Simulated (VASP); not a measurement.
# CdS (F-43m) in VASP: notebook

CdS is run at these levels: r2SCAN0, PBE, PBEsol; tasks: single point.

Everything below comes from runs of VASP 6.6.1. Logs are shortened: lines on timing, memory, paths and dates and some standing lists are left out, and cuts for length are marked.

## (1) The cell of the first run

The structure is cubic, space group F-43m (No. 216). Conventional cell: a = 5.794 Å, b = 5.794 Å, c = 5.794 Å, α = 90.00°, β = 90.00°, γ = 90.00°. Within 3.3 Å of Cd (site symmetry -43m) lie 4 S at 2.51 Å. Within 3.3 Å of S (site symmetry -43m) lie 4 Cd at 2.51 Å.

## (2) Single point, r2SCAN0

POSCAR

```
CdS
1.0
    0.0000000000      2.8969255847      2.8969255847
    2.8969255847      0.0000000000      2.8969255847
    2.8969255847      2.8969255847      0.0000000000
Cd S
1 1
Direct
    0.0000000000      0.0000000000      0.0000000000
    0.7500000000      0.7500000000      0.7500000000
```

INCAR.step1

```
SYSTEM = CdS
PREC = Accurate
ENCUT = 520
EDIFF = 1E-5
ISMEAR = -1
SIGMA = 0.05
LREAL = .FALSE.
LASPH = .TRUE.
NELM = 100
ALGO = Normal
ISIF = 2
LWAVE = .TRUE.
LCHARG = .FALSE.
NBANDS = 16
GGA = PE
```

INCAR.step2

```
SYSTEM = CdS
PREC = Accurate
ENCUT = 520
EDIFF = 1E-6
ISMEAR = -1
SIGMA = 0.05
LREAL = .FALSE.
LASPH = .TRUE.
NELM = 100
ALGO = Normal
ISIF = 2
LWAVE = .FALSE.
LCHARG = .FALSE.
METAGGA = R2SCAN
LHFCALC = .TRUE.
AEXX = 0.25
LMIXTAU = .TRUE.
PRECFOCK = Normal
NBANDS = 16
ISTART = 1
```

KPOINTS

```
regular mesh
0
G
  4 4 4
  0 0 0
```

Potentials or basis: VASP PAW PBE potentials, release 64 (Cd, S).

On the command line:

```bash
$ cat potpaw_PBE.64/Cd/POTCAR potpaw_PBE.64/S/POTCAR > POTCAR
$ cp INCAR.step1 INCAR
$ mpirun -np 1 vasp_std > vasp.out
$ cp INCAR.step2 INCAR
$ mpirun -np 1 vasp_std > vasp.out
```

OUTCAR:

```text
SYSTEM = CdS
   PREC = Accurate
   ENCUT = 520
   EDIFF = 1E-6
   ISMEAR = -1
   LREAL = .FALSE.
   LASPH = .TRUE.
   NELM = 100
   ISIF = 2
   METAGGA = R2SCAN
   LHFCALC = .TRUE.
   AEXX = 0.25
   PRECFOCK = Normal
   ISTART = 1

 ion  position               nearest neighbor table
   1  0.000  0.000  0.000-   2 2.51   2 2.51   2 2.51   2 2.51
   2  0.750  0.750  0.750-   1 2.51   1 2.51   1 2.51   1 2.51

  LATTYP: Found a face centered cubic cell.
 ALAT       =     5.7938511694

  Lattice vectors:

 A1 = (   0.0000000000,   2.8969255847,   2.8969255847)
 A2 = (   2.8969255847,   0.0000000000,   2.8969255847)
 A3 = (   2.8969255847,   2.8969255847,   0.0000000000)

Analysis of symmetry for initial positions (statically):
=====================================================================
 Subroutine PRICEL returns:
 Original cell was already a primitive cell.

 Routine SETGRP: Setting up the symmetry group for a
 face centered cubic supercell.

 Subroutine GETGRP returns: Found 24 space group operations
 (whereof 24 operations were pure point group operations)
 out of a pool of 48 trial point group operations.

The static configuration has the point symmetry T_d .

Analysis of symmetry for dynamics (positions and initial velocities):
=====================================================================
 Subroutine PRICEL returns:
 Original cell was already a primitive cell.

 Routine SETGRP: Setting up the symmetry group for a
 face centered cubic supercell.

 Subroutine GETGRP returns: Found 24 space group operations
 (whereof 24 operations were pure point group operations)
 out of a pool of 48 trial point group operations.

The dynamic configuration has the point symmetry T_d .

 Subroutine INISYM returns: Found 24 space group operations
 (whereof 24 operations are pure point group operations),
 and found     1 'primitive' translations

----------------------------------------------------------------------------------------

                                     Primitive cell

  volume of cell :      48.6230

  direct lattice vectors                    reciprocal lattice vectors
     0.000000000  2.896925585  2.896925585    -0.172596770  0.172596770  0.172596770
     2.896925585  0.000000000  2.896925585     0.172596770 -0.172596770  0.172596770
     2.896925585  2.896925585  0.000000000     0.172596770  0.172596770 -0.172596770

  length of vectors
     4.096871451  4.096871451  4.096871451     0.298946376  0.298946376  0.298946376

  position of ions in fractional coordinates (direct lattice)
     0.000000000  0.000000000  0.000000000
     0.750000000  0.750000000  0.750000000

  ion indices of the primitive-cell ions
   primitive index   ion index
                 1           1
                 2           2

----------------------------------------------------------------------------------------

 KPOINTS: regular mesh

Automatic generation of k-mesh.
 Grid dimensions read from file:
 generate k-points for:    4    4    4

 Generating k-lattice:

  Cartesian coordinates                     Fractional coordinates (reciprocal lattice)
    -0.043149193  0.043149193  0.043149193     0.250000000  0.000000000  0.000000000
     0.043149193 -0.043149193  0.043149193     0.000000000  0.250000000  0.000000000
     0.043149193  0.043149193 -0.043149193     0.000000000  0.000000000  0.250000000

  Length of vectors
     0.074736594  0.074736594  0.074736594

  Shift w.r.t. Gamma in fractional coordinates (k-lattice)
     0.000000000  0.000000000  0.000000000

 Subroutine IBZKPT returns following result:
 ===========================================

 Found      8 irreducible k-points:

 Following reciprocal coordinates:
            Coordinates               Weight
  0.000000  0.000000  0.000000      1.000000
  0.250000  0.000000  0.000000      8.000000
  0.500000  0.000000  0.000000      4.000000
  0.250000  0.250000  0.000000      6.000000
  0.500000  0.250000  0.000000     24.000000
 -0.250000  0.250000  0.000000     12.000000
  0.500000  0.500000  0.000000      3.000000
 -0.250000  0.500000  0.250000      6.000000
   k-points           NKPTS =      8   k-points in BZ     NKDIM =     64   number of bands    NBANDS=     16
   number of dos      NEDOS =    301   number of ions     NIONS =      2
   total plane-waves  NPLWV =  27000
   dimension x,y,z NGX =    30 NGY =   30 NGZ =   30
   dimension x,y,z NGXF=    60 NGYF=   60 NGZF=   60
   ions per type =               1   1
   NGX,Y,Z   is equivalent  to a cutoff of  12.17, 12.17, 12.17 a.u.
   NGXF,Y,Z  is equivalent  to a cutoff of  24.35, 24.35, 24.35 a.u.
 SYSTEM =  CdS
   PREC   = accura    normal or accurate (medium, high low for compatibility)
   ISTART =      1    job   : 0-new  1-cont  2-samecut
   ICHARG =      0    charge: 1-file 2-atom 10-const
   ISPIN  =      1    spin polarized calculation?
   LNONCOLLINEAR =      F non collinear calculations
   LSORBIT =      F    spin-orbit coupling
   LASPH  =      T    aspherical Exc in radial PAW
   ENCUT  =  520.0 eV  38.22 Ry    6.18 a.u.   7.62  7.62  7.62*2*pi/ulx,y,z
   NELM   =    100;   NELMIN=  2; NELMDL=  0     # of ELM steps
   EDIFF  = 0.1E-05   stopping-criterion for ELM
   LREAL  =      F    real-space projection
   EDIFFG = 0.1E-04   stopping-criterion for IOM
   NSW    =      0    number of steps for IOM
   IBRION =     -1    ionic relax: 0-MD 1-quasi-New 2-CG
   NFREE  =      0    steps in history (QN), initial steepest desc. (CG)
   ISIF   =      2    stress and relaxation
   ISYM   =      3    0-nonsym 1-usesym 2-fastsym
   POTIM  = 0.5000    time-step for ionic-motion
   TEBEG  =    0.0;   TEEND  =   0.0 temperature during run
   PSTRESS=    0.0 pullay stress
   NELECT =      18.0000    total number of electrons
   NUPDOWN=      -1.0000    fix difference up-down
   EMIN   =  10.00;   EMAX   =-10.00  energy-range for DOS
   EFERMI =   0.00;   METHOD = LEGACY
   ISMEAR =    -1;   SIGMA  =   0.05  broadening in eV -4-tet -1-fermi 0-gaus
   EFERMI_NEDOS =   21; number of points for ismear=-14 and -15
   IALGO  =     38    algorithm
   IMIX   =      1    mixing-type and parameters
     AMIX     =   0.40;   BMIX     =  1.00
     AMIX_MAG =   1.60;   BMIX_MAG =  1.00
  volume/ion in A,a.u.               =      24.31       164.06
  Fermi-wavevector in a.u.,A,eV,Ry     =   1.175488  2.221351 18.800161  1.381773
  Thomas-Fermi vector in A             =   2.311868
   LORBIT       =      0    0 simple, 1 ext, 2 COOP (PROOUT), +10 PAW based schemes
   METAGGA = R2SCAN    functional components
   LHFCALC =     T    Hartree Fock is set to
   PRECFOCK=normal    Normal, Fast or Accurate (Low or Medium for compatibility)
   ENCUT4O =  -1.0   cutoff for four orbital integrals eV
   NKREDX  =     1    reduce k-point grid by
   NKREDY  =     1    reduce k-point grid by
   NKREDZ  =     1    reduce k-point grid by
   AEXX    =    0.2500 exact exchange contribution
   HFSCREEN=    0.0000 screening length (either q_TF or 0.3 A-1)
   HFSCREENC=   0.0000 screening length for correlation (either q_TF or 0.3 A-1)
   ENCUTFOCK=  -1.0 apply spherical cutoff to Coloumb kernel
   IVDW    =     0    specifies the selected vdW correction
   LEPSILON=     F    determine dielectric tensor
   LRPA    =     F    only Hartree local field effects (RPA)
 non-spin polarized calculation
  energy-cutoff  :      520.00
  volume of cell :       48.62
 maximum number of plane-waves:      1363
  NGX = 24; NGY = 24; NGZ = 24

 number of electron      18.0000008 magnetization

 Free energy of the ion-electron system (eV)
  ---------------------------------------------------
  ext. energy  EPLUGINS =         0.00000000
  ---------------------------------------------------
  free energy    TOTEN  =       -25.90520400 eV

  energy without entropy =      -25.90520400  energy(sigma->0) =      -25.90520400

 E-fermi :   1.4044     XC(G=0):  -7.6726

 val. band max:        0.2920672847   @ k =   0.0000   0.0000   0.0000
 cond. band min:       3.4978694621   @ k =   0.0000   0.0000   0.0000
 fundamental gap:      3.2058021774
 Fermi energy:         1.4044358335

 k-point     1 :       0.0000    0.0000    0.0000
  band No.  band energies     occupation
      1     -13.7508      2.00000
      2      -8.8525      2.00000
      3      -8.8525      2.00000
      4      -8.8525      2.00000
      5      -8.3209      2.00000
      6      -8.3209      2.00000
      7       0.2921      2.00000
      8       0.2921      2.00000
      9       0.2921      2.00000
     10       3.4979      0.00000
     11       9.0897      0.00000
     12       9.0897      0.00000
     13       9.0897      0.00000
     14      14.2256      0.00000
     15      14.2382      0.00000
     16      14.2382      0.00000

 k-point     2 :       0.2500    0.0000    0.0000
  band No.  band energies     occupation
      1     -13.5089      2.00000
      2      -8.7747      2.00000
      3      -8.7747      2.00000
      4      -8.5587      2.00000
      5      -8.3171      2.00000
      6      -8.3171      2.00000
      7      -2.4235      2.00000
      8      -0.1560      2.00000
      9      -0.1560      2.00000
     10       5.2108      0.00000
     11       8.7894      0.00000
     12       9.6307      0.00000
     13       9.6307      0.00000
     14      13.2673      0.00000
     15      13.2673      0.00000
     16      13.8142      0.00000

 k-point     3 :       0.5000    0.0000    0.0000
  band No.  band energies     occupation
      1     -13.2703      2.00000
      2      -8.7191      2.00000
      3      -8.7191      2.00000
      4      -8.2841      2.00000
      5      -8.2841      2.00000
      6      -7.8792      2.00000
      7      -4.6266      2.00000
      8      -0.5599      2.00000
      9      -0.5599      2.00000
     10       5.4550      0.00000
     11       9.4916      0.00000
     12       9.4916      0.00000
     13      10.0163      0.00000
     14      13.7407      0.00000
     15      15.5069      0.00000
     16      15.5070      0.00000

 k-point     4 :       0.2500    0.2500    0.0000
  band No.  band energies     occupation
      1     -13.4308      2.00000
      2      -8.6799      2.00000
      3      -8.6799      2.00000
      4      -8.6349      2.00000
      5      -8.3310      2.00000
      6      -8.2763      2.00000
      7      -2.1801      2.00000
      8      -0.8651      2.00000
      9      -0.8651      2.00000
     10       5.9718      0.00000
     11       7.2456      0.00000
     12      10.7789      0.00000
     13      10.8938      0.00000
     14      10.8938      0.00000
     15      14.6640      0.00000
     16      17.4754      0.00000

 k-point     5 :       0.5000    0.2500    0.0000
  band No.  band energies     occupation
      1     -13.1987      2.00000
      2      -8.6559      2.00000
      3      -8.5946      2.00000
      4      -8.4173      2.00000
      5      -8.2679      2.00000
      6      -7.8325      2.00000
      7      -3.9897      2.00000
      8      -1.9157      2.00000
      9      -1.2374      2.00000
     10       6.5758      0.00000
     11       7.9987      0.00000
     12      10.0793      0.00000
     13      11.1130      0.00000
     14      13.3316      0.00000
     15      15.6482      0.00000
     16      16.7164      0.00000

 k-point     6 :      -0.2500    0.2500    0.0000
  band No.  band energies     occupation
      1     -13.2743      2.00000
      2      -8.6829      2.00000
      3      -8.6731      2.00000
      4      -8.3448      2.00000
      5      -8.3340      2.00000
      6      -8.0150      2.00000
      7      -3.5559      2.00000
      8      -2.0000      2.00000
      9      -0.5790      2.00000
     10       6.9374      0.00000
     11       8.4422      0.00000
     12       9.2270      0.00000
     13      10.3459      0.00000
     14      12.8333      0.00000
     15      15.3412      0.00000
     16      16.4558      0.00000

 k-point     7 :       0.5000    0.5000    0.0000
  band No.  band energies     occupation
      1     -13.1240      2.00000
      2      -8.5923      2.00000
      3      -8.4764      2.00000
      4      -8.4764      2.00000
      5      -8.2312      2.00000
      6      -7.7889      2.00000
      7      -4.0863      2.00000
      8      -1.8444      2.00000
      9      -1.8444      2.00000
     10       5.5862      0.00000
     11       6.7713      0.00000
     12      12.0671      0.00000
     13      13.9532      0.00000
     14      13.9532      0.00000
     15      15.2412      0.00000
     16      16.4737      0.00000

 k-point     8 :      -0.2500    0.5000    0.2500
  band No.  band energies     occupation
      1     -13.1265      2.00000
      2      -8.5888      2.00000
      3      -8.5803      2.00000
      4      -8.3704      2.00000
      5      -8.3125      2.00000
      6      -7.5908      2.00000
      7      -3.9758      2.00000
      8      -2.2542      2.00000
      9      -2.2329      2.00000
     10       7.6082      0.00000
     11       8.2711      0.00000
     12       9.8818      0.00000
     13      10.3826      0.00000
     14      14.3700      0.00000
     15      16.0854      0.00000
     16      16.4079      0.00000

------------------------ aborting loop because EDIFF is reached ----------------------------------------

  FORCE on cell =-STRESS in cart. coord.  units (eV):
  Direction    XX          YY          ZZ          XY          YZ          ZX
  --------------------------------------------------------------------------------------
  -------------------------------------------------------------------------------------
  Total        0.7956017      0.7956017      0.7956017      0.0000000      0.0000000      0.0000000
  in kB       26.2158683     26.2158683     26.2158683      0.0000000      0.0000000      0.0000000
  external PRESSURE =      26.2158683 kB  Pullay stress =       0.0000000 kB

 VOLUME and BASIS-vectors are now :
 -----------------------------------------------------------------------------
  energy-cutoff  :      520.00
  volume of cell :       48.62
      direct lattice vectors                 reciprocal lattice vectors
     0.000000000  2.896925585  2.896925585    -0.172596770  0.172596770  0.172596770
     2.896925585  0.000000000  2.896925585     0.172596770 -0.172596770  0.172596770
     2.896925585  2.896925585  0.000000000     0.172596770  0.172596770 -0.172596770

 POSITION                                       TOTAL-FORCE (eV/Angst)
 -----------------------------------------------------------------------------------
      0.00000      0.00000      0.00000         0.000000      0.000000      0.000000
      4.34539      4.34539      4.34539        -0.000000     -0.000000     -0.000000
 -----------------------------------------------------------------------------------
    total drift:                               -0.000459     -0.000373     -0.000278

  FREE ENERGIE OF THE ION-ELECTRON SYSTEM (eV)
  ---------------------------------------------------
  free  energy   TOTEN  =       -25.9052039952 eV

  energy  without entropy=      -25.9052039952  energy(sigma->0) =      -25.90520400
```

Run time: 8.2 min. Hardware: 1 thread of Intel Xeon 8259CL, shared host; peak memory 0.19 GiB.

What came out:

* Free energy: -25.9052 eV
* Pressure: 2.6 GPa
* Band gap on the k mesh: 3.21 eV

Caveat: the k points lie up to 0.47 Å⁻¹ apart; the PAW data sets were made with another functional, which shifts forces and pressure a little.

## (3) Single point, r2SCAN0

This run uses another cell than the first one, of 24.81 Å³/atom.

POSCAR

```
CdS
1.0
    0.0000000000      2.9165000000      2.9165000000
    2.9165000000      0.0000000000      2.9165000000
    2.9165000000      2.9165000000      0.0000000000
Cd S
1 1
Direct
    0.0000000000      0.0000000000      0.0000000000
    0.7500000000      0.7500000000      0.7500000000
```

INCAR.step1

```
PREC = Accurate
ENCUT = 520
EDIFF = 1E-5
ISMEAR = -1
SIGMA = 0.05
LREAL = F
LASPH = T
NELM = 60
ALGO = Normal
ISIF = 2
LWAVE = T
LCHARG = F
NBANDS = 16
GGA = PE
```

INCAR.step2

```
PREC = Accurate
ENCUT = 520
EDIFF = 1E-7
ISMEAR = -1
SIGMA = 0.05
LREAL = F
LASPH = T
NELM = 60
ALGO = Normal
ISIF = 2
LWAVE = F
LCHARG = F
METAGGA = R2SCAN
LHFCALC = T
AEXX = 0.25
LMIXTAU = T
PRECFOCK = Normal
NBANDS = 16
ISTART = 1
```

KPOINTS

```
regular mesh
0
Gamma
  4 4 4
```

Potentials or basis: VASP PAW PBE potentials, release 64 (Cd, S).

On the command line:

```bash
$ cat potpaw_PBE.64/Cd/POTCAR potpaw_PBE.64/S/POTCAR > POTCAR
$ cp INCAR.step1 INCAR
$ mpirun -np 1 vasp_std > vasp.out
$ cp INCAR.step2 INCAR
$ mpirun -np 1 vasp_std > vasp.out
```

Wall time 18 min (1 thread of Intel Xeon 8259CL, shared host); peak memory 0.19 GiB.

Results (log left out):

```yaml
Free_energy: -25.9176 eV
Pressure: 1.3 GPa
Band_gap_on_the_k_mesh: 3.15 eV
```

Levels at points of the mesh, in eV from the valence-band top:
```csv
k point,band 5,band 6,band 7,band 8,band 9,band 10,band 11,band 12,band 13,band 14
"(0.00, 0.00, 0.00)",-8.57,-8.57,0.00,0.00,0.00,3.15,8.80,8.80,8.80,13.81
"(0.50, 0.00, 0.00)",-8.54,-8.15,-4.78,-0.82,-0.82,5.13,9.20,9.20,9.65,13.36
"(0.50, 0.50, 0.00)",-8.49,-8.06,-4.28,-2.06,-2.06,5.32,6.46,11.66,13.52,13.52
```

Caveat: the k points lie up to 0.47 Å⁻¹ apart; the PAW data sets were made with another functional, which shifts forces and pressure a little.

## (4) Single point, r2SCAN0

This run uses another cell than the first one, of 25.30 Å³/atom.

POSCAR

```
CdS
1.0
    0.0000000000      2.9358151324      2.9358151324
    2.9358151324      0.0000000000      2.9358151324
    2.9358151324      2.9358151324      0.0000000000
Cd S
1 1
Direct
    0.0000000000      0.0000000000      0.0000000000
    0.7500000000      0.7500000000      0.7500000000
```

INCAR.step1

```
PREC = Accurate ; ENCUT = 520
EDIFF = 1E-5 ; ISMEAR = -1
SIGMA = 0.05 ; LREAL = F
LASPH = T ; NELM = 60
ALGO = Normal ; ISIF = 2
LWAVE = T ; LCHARG = F
GGA = PE ; NBANDS = 16
```

INCAR.step2

```
PREC = Accurate ; ENCUT = 520
EDIFF = 1E-6 ; ISMEAR = -1
SIGMA = 0.05 ; LREAL = F
LASPH = T ; NELM = 60
ALGO = Normal ; ISIF = 2
LWAVE = F ; LCHARG = F
METAGGA = R2SCAN ; LHFCALC = T
AEXX = 0.25 ; LMIXTAU = T
PRECFOCK = Normal ; ISTART = 1
NBANDS = 16
```

KPOINTS

```
Automatic mesh
0
Gamma
  4 4 4
```

On the command line:

```bash
$ cat potpaw_PBE.64/Cd/POTCAR potpaw_PBE.64/S/POTCAR > POTCAR
$ cp INCAR.step1 INCAR
$ mpirun -np 1 vasp_std > vasp.out
$ cp INCAR.step2 INCAR
$ mpirun -np 1 vasp_std > vasp.out
```

Run time: 6.9 min. Hardware: 1 thread of Intel Xeon 8259CL, shared host; peak memory 0.2 GiB.

Results (log left out):

* Free energy: -25.9214 eV
* Pressure: -0.2 GPa
* Band gap on the k mesh: 3.10 eV

Levels at points of the mesh, in eV from the valence-band top:
| k point | band 7 | band 8 | band 9 | band 10 | band 11 | band 12 |
| --- | --- | --- | --- | --- | --- | --- |
| (0.00, 0.00, 0.00) | 0.00 | 0.00 | 0.00 | 3.10 | 8.80 | 8.80 |
| (0.50, 0.00, 0.00) | -4.65 | -0.79 | -0.79 | 5.09 | 9.19 | 9.19 |
| (0.50, 0.50, 0.00) | -4.18 | -1.98 | -1.98 | 5.35 | 6.43 | 11.55 |

Caveat: the k points lie up to 0.46 Å⁻¹ apart; the PAW data sets were made with another functional, which shifts forces and pressure a little.

(Continued in part 2 of 2.)
